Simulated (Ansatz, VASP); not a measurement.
## SrO in VASP and in Ansatz

The input INCAR:

```
SYSTEM = SrO
ALGO = Normal ; EDIFF = 1E-8
ENCUT = 520 ; GGA = PE
ISIF = 2 ; ISMEAR = -1
LASPH = .TRUE. ; LCHARG = .FALSE.
LEFG = .TRUE. ; LREAL = .FALSE.
LWAVE = .FALSE. ; NBANDS = 15
NELM = 100 ; PREC = Accurate
SIGMA = 0.02
```

Contents of KPOINTS:

```
k-points
0
G
  8 8 8
  0 0 0
```

The input POSCAR:

```
SrO
1.0
    0.0000000000      2.5698000000      2.5441020000
    2.5698000000      0.0000000000      2.5441020000
    2.5698000000      2.5698000000      0.0000000000
Sr O
1 1
Direct
    0.0000000000      0.0000000000      0.0000000000
    0.5000000000      0.5000000000      0.5000000000
```

Input for Ansatz:

```yaml
crystal:
  lattice:
    - [0.0, 2.5698, 2.544102]
    - [2.5698, 0.0, 2.544102]
    - [2.5698, 2.5698, 0.0]
  atoms:
    - { symbol: Sr, position: [0.0, 0.0, 0.0] }
    - { symbol: O, position: [0.5, 0.5, 0.5] }
kpoints:
  mp_grid: { grid: [8, 8, 8] }
scf:
  occupations: { method: fermi_dirac, width: 0.02 }
hamiltonian:
  xc: pbe
  pseudopotentials: { kind: all_electron, datasets: crystal }
output:
  forces: true
  stress: true
  eigenvalues: true
  efg: { contact_densities: true }
```

Change from the starting cell: zz strain of -1 %, crystal datasets.

Alike in both runs: task electric field gradients; functional PBE; k mesh 8 × 8 × 8; occupations fermi-dirac, width 0.02 eV; no spin polarisation.

|  | VASP | Ansatz |
| --- | --- | --- |
| version | VASP 6.6.1 | Ansatz 0.2.0 |
| potentials or method | VASP PAW PBE potentials, release 64 (Sr_sv, O), cutoff 520 eV | all-electron PAW with datasets made for the crystal, scalar-relativistic |

Ansatz gave:

- gap on the k mesh at the Fermi level (eV): 3.26
- pressure (GPa): 3.9
- traceless stress, the component that is largest in VASP (GPa): 0.98
- size of Vzz on the site where it differs most (V/Å²): 10.5

Q: What did VASP give for the same quantities?

A: gap on the k mesh at the Fermi level (eV): 3.21; pressure (GPa): 4.6; traceless stress, the component that is largest in VASP (GPa): 1.04; size of Vzz on the site where it differs most (V/Å²): 10.7.

Ansatz ran all-electron here, and VASP with PAW potentials.
